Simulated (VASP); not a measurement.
Write the native input for VASP 6.6.1 that does the following.

```yaml
Task: single point
Functional: PBE
Dispersion: D3(BJ)
Potentials_or_basis: VASP PAW PBE potentials, release 64 (Cd_sv_GW, F)
Cutoff: 600 eV
k_mesh: 6 × 6 × 2
Occupations: gaussian, width 0.1 eV
Spin: no spin polarisation
Dipole_correction: no
Further_INCAR_settings: ALGO = Normal; EDIFF = 1e-06; NBANDS = 43
```

The structure of CdF2 lies in POSCAR:

```
CdF2
1.0
    1.5168922600     -2.6261685800      0.0000000000
    1.5168922600      2.6261685800      0.0000000000
    0.0000000000      0.0000000000     13.3205991000
Cd F
2 4
Direct
    0.6622926700      0.9956260000      0.1554096600
    0.9956260000      0.6622926700      0.6554096600
    0.6638381600      0.0192955000      0.3108193200
    0.6859621700      0.9971715000      0.0000000000
    0.9971715000      0.6859621700      0.5000000000
    0.0192955000      0.6638381600      0.8108193200
```

One way to write it, as run:

INCAR

```
ALGO = Normal
EDIFF = 1E-6
ENCUT = 600
GGA = PE
GGA_COMPAT = False
ISIF = 2
ISMEAR = 0
IVDW = 12
LASPH = True
LCHARG = False
LREAL = False
LWAVE = False
NBANDS = 43
NELM = 120
PREC = Accurate
SIGMA = 0.1
```

KPOINTS

```
k-points
0
Gamma
  6 6 2
```

Potentials or basis: VASP PAW PBE potentials, release 64 (Cd_sv_GW, F).

Launch:

```console
$ cat potpaw_PBE.64/Cd_sv_GW/POTCAR potpaw_PBE.64/F/POTCAR > POTCAR
$ mpirun -np 1 vasp_std > vasp.out
```

It gave:

```json
{
 "Pressure": "-4.6 GPa",
 "Largest force": "2.158 eV/Å",
 "Band gap on the k mesh": "0.77 eV",
 "Dispersion energy per atom": "-0.120 eV"
}
```

Caveat: the cell stands under tension; forces of over 1 eV/Å act on the atoms, so gaps and moduli don't describe the material at rest.

Run time: 3.2 min on 1 thread of Intel(R) Xeon(R) Platinum 8259CL CPU @ 2.50GHz (Skylake/Cascade Lake), with other jobs on the host, peak memory 0.33 GiB.
